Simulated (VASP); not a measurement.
Crystal: Sc6Tl.

```
CELL_PARAMETERS angstrom
5.13168 0.00000 0.00000
0.00000 5.13168 0.00000
0.00000 0.00000 5.13168
ATOMIC_POSITIONS crystal
Sc 0.19873 0.50000 0.50000
Sc 0.50000 0.80127 0.50000
Sc 0.50000 0.19873 0.50000
Sc 0.80127 0.50000 0.50000
Sc 0.50000 0.50000 0.19873
Sc 0.50000 0.50000 0.80127
Tl 0.00000 0.00000 0.00000
```

The cell was generated, and may not be a known phase.

- Program: VASP 6.6.1
- Task: relaxation of cell and atoms
- Functional: PBE
- Potentials or basis: VASP PAW PBE potentials, release 64 (Sc_sv, Tl_d)
- Cutoff: 600 eV
- k mesh: 4 × 4 × 4
- Occupations: gaussian, width 0.1 eV
- Spin: no spin polarisation

At the start: pressure 40.8 GPa; volume 19.31 Å³/atom.

**Question.** How do energy, volume and symmetry change on relaxing?

**Answer.** Over 14 steps the energy falls by 2020.9 meV/atom and the volume is 52.23 Å³/atom (+170.5 %); space group Pm-3m (No. 221, to 0.1 Å) before and after.

Step by step:
| step | energy change (eV) | largest force (eV/Å) | pressure (GPa) | volume (Å³) |
| --- | --- | --- | --- | --- |
| 1 | 0.0000 | 5.3739 | 40.79 | 135.14 |
| 2 | -8.6589 | 8.6688 | 7.77 | 255.85 |
| 3 | -9.6149 | 5.9079 | 11.43 | 212.89 |
| 4 | -13.6947 | 1.1969 | -1.10 | 356.99 |
| 5 | -13.5572 | 1.2974 | -0.15 | 316.42 |
| 6 | -13.7022 | 1.1951 | -1.01 | 351.47 |
| 7 | -13.9961 | 0.5017 | 0.31 | 326.09 |
| 8 | -14.0033 | 0.3386 | 0.64 | 321.54 |
| 9 | -14.0596 | 0.2356 | 0.49 | 329.43 |
| 10 | -14.1376 | 0.0289 | 0.24 | 352.54 |
| 11 | -14.1419 | 0.0899 | 0.21 | 358.79 |
| 12 | -14.1421 | 0.1096 | 0.20 | 360.87 |
| 13 | -14.1451 | 0.0651 | -0.10 | 368.13 |
| 14 | -14.1463 | 0.0061 | 0.00 | 365.58 |

Final structure:
```cif
data_structure
_symmetry_space_group_name_H-M 'P 1'
_symmetry_Int_Tables_number 1
_cell_length_a 7.1503
_cell_length_b 7.1503
_cell_length_c 7.1503
_cell_angle_alpha 90.000
_cell_angle_beta 90.000
_cell_angle_gamma 90.000
_cell_volume 365.58
loop_
_atom_site_label
_atom_site_type_symbol
_atom_site_fract_x
_atom_site_fract_y
_atom_site_fract_z
_atom_site_occupancy
Sc1 Sc 0.20705 0.50000 0.50000 1
Sc2 Sc 0.50000 0.79295 0.50000 1
Sc3 Sc 0.50000 0.20705 0.50000 1
Sc4 Sc 0.79295 0.50000 0.50000 1
Sc5 Sc 0.50000 0.50000 0.20705 1
Sc6 Sc 0.50000 0.50000 0.79295 1
Tl1 Tl 0.00000 0.00000 0.00000 1
```

Caveat: the volume moved by over 15 % at a fixed basis, so the end points are rough.
